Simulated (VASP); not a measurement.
Here is a VASP 6.6.1 calculation.

INCAR

```
ALGO     = Normal         # electronic algorithm
EDIFF    = 1E-6           # SCF threshold, eV
EDIFFG   = -0.01          # ionic threshold
ENCUT    = 600            # plane-wave cutoff, eV
GGA      = CA             # functional
IBRION   = 2              # ionic algorithm
ISIF     = 3              # what is computed and relaxed
ISMEAR   = -1             # smearing method
LASPH    = T              # aspherical terms in the spheres
LCHARG   = F              # write CHGCAR
LREAL    = F              # projectors in reciprocal space
LWAVE    = F              # write WAVECAR
NELM     = 80             # most SCF steps
NSW      = 80             # ionic steps
PREC     = Accurate       # precision mode
SIGMA    = 0.1            # smearing width, eV
```

The input KPOINTS:

```
k-points
0
Gamma
  10 10 10
```

The input POSCAR:

```
Re
1.0
    0.0000000000      2.7082441576      2.7082441576
    2.7082441576      0.0000000000      2.7082441576
    2.7082441576      2.7082441576      0.0000000000
Re
2
Direct
    0.1250000000      0.1250000000      0.1250000000
    0.8750000000      0.8750000000      0.8750000000
```

Potentials or basis: VASP PAW LDA potentials, release 64 (Re).

Launch:

```bash
$ cat potpaw_LDA.64/Re/POTCAR > POTCAR
$ mpirun -np 1 vasp_std > vasp.out
```

**Question.** Estimate the band gap on the k mesh.

**Answer.** Zero (bands 7 and 8 overlap by 1.25 eV).

**Question.** Predict the relaxed cell.

**Answer.** a = 3.923 Å, b = 3.923 Å, c = 3.923 Å, α = 60.00°, β = 60.00°, γ = 60.00°.

The path:
```csv
step,energy change (eV),largest force (eV/Å),pressure (GPa),volume (Å³)
1,0.0000,0.0000,16.36,39.73
2,0.8423,0.0000,-26.64,52.56
3,-0.1418,0.0000,-1.14,42.94
4,-0.1427,0.0000,-0.11,42.71
5,-0.1427,0.0000,0.20,42.65
6,-0.1427,0.0000,0.18,42.65
7,-0.1427,0.0000,0.22,42.65
8,-0.1427,0.0000,0.18,42.65
9,-0.1427,0.0000,0.17,42.65
10,-0.1427,0.0000,0.17,42.65
11,-0.1427,0.0000,0.16,42.66
12,-0.1427,0.0000,0.16,42.66
13,-0.1427,0.0000,0.14,42.66
14,-0.1427,0.0000,0.17,42.66
15,-0.1427,0.0000,0.16,42.67
16,-0.1427,0.0000,0.06,42.68
```

Caveat: spin-orbit coupling is left out, which moves the levels of the heavy elements.
